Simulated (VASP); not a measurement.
# Se (R-3m) in VASP: a series of runs, part 2 of 2

VASP 6.6.1.

### Step 4. Single point, LDA (shortest bond scaled by 0.64)

File INCAR:

```
PREC = Accurate
ENCUT = 520
EDIFF = 1E-7
ISMEAR = -1
SIGMA = 0.05
LREAL = False
LASPH = True
NELM = 60
ALGO = Normal
ISIF = 2
LWAVE = False
LCHARG = False
GGA = CA
NBANDS = 13
```

File KPOINTS:

```
Automatic mesh
0
Gamma
  9 9 9
```

File POSCAR:

```
Se
1.0
    0.0000000000      2.9719609764      2.9719609764
    2.9719609764      0.0000000000      2.9719609764
    2.9719609764      2.9719609764      0.0000000000
Se
2
Direct
   -0.2600000000     -0.0800000000     -0.0800000000
    0.2600000000      0.0800000000      0.0800000000
```

Potentials or basis: VASP PAW LDA potentials, release 64 (Se).

The run is started by

```
> cat potpaw_LDA.64/Se/POTCAR > POTCAR
> mpirun -np 1 vasp_std > vasp.out
```

OUTCAR:

```text
PREC = Accurate
   ENCUT = 520
   EDIFF = 1E-7
   ISMEAR = -1
   LREAL = False
   LASPH = True
   NELM = 60
   ISIF = 2
   GGA = CA

 ion  position               nearest neighbor table
   1  0.740  0.920  0.920-   2 1.65
   2  0.260  0.080  0.080-   1 1.65

  LATTYP: Found a face centered cubic cell.
 ALAT       =     5.9439219528

  Lattice vectors:

 A1 = (   0.0000000000,   2.9719609764,   2.9719609764)
 A2 = (   2.9719609764,   0.0000000000,   2.9719609764)
 A3 = (   2.9719609764,   2.9719609764,   0.0000000000)

Analysis of symmetry for initial positions (statically):
=====================================================================
 Subroutine PRICEL returns:
 Original cell was already a primitive cell.

 Routine SETGRP: Setting up the symmetry group for a
 face centered cubic supercell.

 Subroutine GETGRP returns: Found 12 space group operations
 (whereof  4 operations were pure point group operations)
 out of a pool of 48 trial point group operations.

The static configuration has the point symmetry C_2h.
 The point group associated with its full space group is D_3d.

Analysis of symmetry for dynamics (positions and initial velocities):
[... 163 lines left out ...]
 fundamental gap:      0.0280625078
 Fermi energy:         4.1194357208

 k-point     1 :       0.0000    0.0000    0.0000
  band No.  band energies     occupation
      1     -16.1477      2.00000
      2      -4.6516      2.00000
      3      -3.1911      2.00000
      4      -1.2046      2.00000
      5      -1.2046      2.00000
      6       3.1839      2.00000
      7       3.1839      2.00000
      8       7.2804      0.00000
      9       8.4215      0.00000
     10      11.1903      0.00000
     11      11.1903      0.00000
     12      12.3403      0.00000
     13      12.3403      0.00000
[... 354 lines left out ...]
  band No.  band energies     occupation
      1     -15.8997      2.00000
      2      -6.0177      2.00000
      3      -3.3457      2.00000
      4      -1.7834      2.00000
      5      -1.1898      2.00000
      6       2.6897      2.00000
      7       4.9188      0.00000
      8       8.5269      0.00000
      9       9.4925      0.00000
     10      10.5160      0.00000
     11      13.0817      0.00000
     12      13.8089      0.00000
     13      14.3431      0.00000

 [... further k-points ...]
[... 5 lines left out ...]
  --------------------------------------------------------------------------------------
  -------------------------------------------------------------------------------------
  Total       23.2050655     23.2050655     23.2050655    -22.5001380     22.5001380    -22.5001380
  in kB      708.1643795    708.1643795    708.1643795   -686.6516386    686.6516386   -686.6516386
  external PRESSURE =     708.1643795 kB  Pullay stress =       0.0000000 kB

 VOLUME and BASIS-vectors are now :
 -----------------------------------------------------------------------------
  energy-cutoff  :      520.00
  volume of cell :       52.50
      direct lattice vectors                 reciprocal lattice vectors
     0.000000000  2.971960976  2.971960976    -0.168239087  0.168239087  0.168239087
     2.971960976  0.000000000  2.971960976     0.168239087 -0.168239087  0.168239087
     2.971960976  2.971960976  0.000000000     0.168239087  0.168239087 -0.168239087

 POSITION                                       TOTAL-FORCE (eV/Angst)
 -----------------------------------------------------------------------------------
      5.46841      4.93346      4.93346       -23.700799     23.700799     23.700799
      0.47551      1.01047      1.01047        23.700799    -23.700799    -23.700799
 -----------------------------------------------------------------------------------
    total drift:                                0.000000     -0.000000      0.000000

  FREE ENERGIE OF THE ION-ELECTRON SYSTEM (eV)
  ---------------------------------------------------
  free  energy   TOTEN  =        -0.1279931684 eV

  energy  without entropy=       -0.1196276309  energy(sigma->0) =       -0.12381040
```

OSZICAR:

```text
N       E                     dE             d eps       ncg     rms          rms(c)
DAV:   1     0.638300830981E+02    0.63830E+02   -0.50430E+03  2210   0.764E+02
DAV:   2     0.288847993193E+01   -0.60942E+02   -0.57913E+02  2908   0.139E+02
DAV:   3    -0.666143115046E+00   -0.35546E+01   -0.35297E+01  2855   0.377E+01
DAV:   4    -0.692002694749E+00   -0.25860E-01   -0.25855E-01  2476   0.378E+00
DAV:   5    -0.692191513984E+00   -0.18882E-03   -0.18881E-03  2895   0.325E-01    0.149E+01
DAV:   6    -0.257737036697E+00    0.43445E+00   -0.38126E-01  2445   0.334E+00    0.848E+00
DAV:   7    -0.133253947287E+00    0.12448E+00   -0.32172E-01  2695   0.306E+00    0.159E+00
DAV:   8    -0.128507268547E+00    0.47467E-02   -0.21909E-02  2410   0.896E-01    0.427E-01
DAV:   9    -0.127978315853E+00    0.52895E-03   -0.26697E-03  2595   0.318E-01    0.130E-01
DAV:  10    -0.127995963643E+00   -0.17648E-04   -0.13842E-04  2655   0.731E-02    0.261E-02
DAV:  11    -0.127993405561E+00    0.25581E-05   -0.14306E-05  2700   0.240E-02    0.307E-02
DAV:  12    -0.127993160843E+00    0.24472E-06   -0.20583E-06  2655   0.791E-03    0.265E-03
DAV:  13    -0.127993168358E+00   -0.75150E-08   -0.35738E-08  1760   0.132E-03
   1 F= -.12799317E+00 E0= -.12381040E+00  d E =-.836554E-02
```

stdout:

```text
POSCAR found type information on POSCAR Se
 POSCAR found :  1 types and       2 ions
 scaLAPACK will be used
 LDA part: xc-table for (Slater(with rela. corr.)+CA(PZ))
 , standard interpolation
 POSCAR, INCAR and KPOINTS ok, starting setup
 FFT: planning ... GRIDC
 FFT: planning ... GRID_SOFT
 FFT: planning ... GRID
 WAVECAR not read
 entering main loop
```

Run time: 22 s. Hardware: 1 thread of Intel Xeon Platinum 8488C (Sapphire Rapids), shared host; peak memory 0.17 GiB.

What came out:

| Property | Result |
| --- | --- |
| Free energy | -0.1280 eV |
| Pressure | 70.8 GPa |
| Largest force | 41.051 eV/Å |
| Band gap on the k mesh | zero (bands 6 and 7 overlap by 2.34 eV) |

Forces on the atoms (eV/Å):
```
Se  -23.701  23.701  23.701
Se   23.701 -23.701 -23.701
```

Stress tensor (GPa, compression positive):
```
 70.82 -68.67 -68.67
-68.67  70.82  68.67
-68.67  68.67  70.82
```

Caveat: the cell differs from its parent crystal (shortest bond scaled by 0.64); atoms lie so close that the PAW spheres overlap strongly, which falsifies energies and pressures; the cell stands under pressure; forces of over 1 eV/Å act on the atoms, so gaps and moduli don't describe the material at rest.

The gap in the log of VASP goes by the Fermi energy; the results here count the filled bands.